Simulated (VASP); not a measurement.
Wanted: the native input for a VASP 6.6.1 run.

| Item | Value |
| --- | --- |
| Task | single point |
| Functional | PBE |
| Potentials or basis | VASP PAW PBE potentials, release 64 (Al, Ni, Co) |
| Cutoff | 520 eV |
| k mesh | 4 × 4 × 4 |
| Occupations | gaussian, width 0.1 eV |
| Spin | collinear spin, ferromagnetic start |
| Starting moments | [0.0, 0.0, 0.0, 0.0, 0.0, 0.0, 0.0, 0.66] μB |
| Dipole correction | no |
| Further INCAR settings | ALGO = Normal; EDIFF = 1e-06; NBANDS = 40 |

The structure of Al4CoNi3 lies in POSCAR:

```
Al4CoNi3
1.0
    4.0831348000      0.0000000000      0.0000000000
    0.0000000000      4.0831348000      0.0000000000
    0.0000000000      0.0000000000      5.7670757000
Al Ni Co
4 3 1
Direct
    0.0000000000      0.5000000000      0.7486610000
    0.0000000000      0.5000000000      0.2513390000
    0.5000000000      0.0000000000      0.7486610000
    0.5000000000      0.0000000000      0.2513390000
    0.0000000000      0.0000000000      0.0000000000
    0.0000000000      0.0000000000      0.5000000000
    0.5000000000      0.5000000000      0.0000000000
    0.5000000000      0.5000000000      0.5000000000
```

One way to write it, as run:

INCAR

```
SYSTEM = Al4CoNi3
PREC     = Accurate       ! precision mode
ENCUT    = 520            ! plane-wave cutoff, eV
EDIFF    = 1E-6           ! SCF threshold, eV
ISMEAR   = 0              ! smearing method
SIGMA    = 0.1            ! smearing width, eV
LREAL    = .FALSE.        ! projectors in reciprocal space
LASPH    = .TRUE.         ! aspherical terms in the spheres
NELM     = 150            ! most SCF steps
ALGO     = Normal         ! electronic algorithm
ISIF     = 2              ! what is computed and relaxed
LWAVE    = .FALSE.        ! write WAVECAR
LCHARG   = .FALSE.        ! write CHGCAR
ISPIN    = 2              ! spin polarisation
MAGMOM   = 0 0 0 0 0 0 0 0.66 ! initial moments
LORBIT   = 11             ! projections on sites
LMAXMIX  = 4              ! l up to which the mixer works
GGA      = PE             ! functional
NBANDS   = 40             ! bands
```

KPOINTS

```
regular mesh
0
G
  4 4 4
  0 0 0
```

Potentials or basis: VASP PAW PBE potentials, release 64 (Al, Ni, Co).

The run is started by

```console
$ cat potpaw_PBE.64/Al/POTCAR potpaw_PBE.64/Ni/POTCAR potpaw_PBE.64/Co/POTCAR > POTCAR
$ mpirun -np 1 vasp_std > vasp.out
```

It gave:

The pressure is 0.4 GPa, the largest force is 0.007 eV/Å and the net moment is 1.55 μB per cell. The site moments are Al +0.01; Ni +0.13, +0.26, +0.21; Co +0.90 μB and the valence electrons inside the program's atomic spheres are Al 0.80; Ni 9.45, 9.44 (each value once); Co 8.38.

Caveat: the k points lie up to 0.38 Å⁻¹ apart.

Wall time 2.3 min on 1 thread of Intel(R) Xeon(R) Platinum 8488C (Sapphire Rapids), with other jobs on the host, peak memory 0.29 GiB.
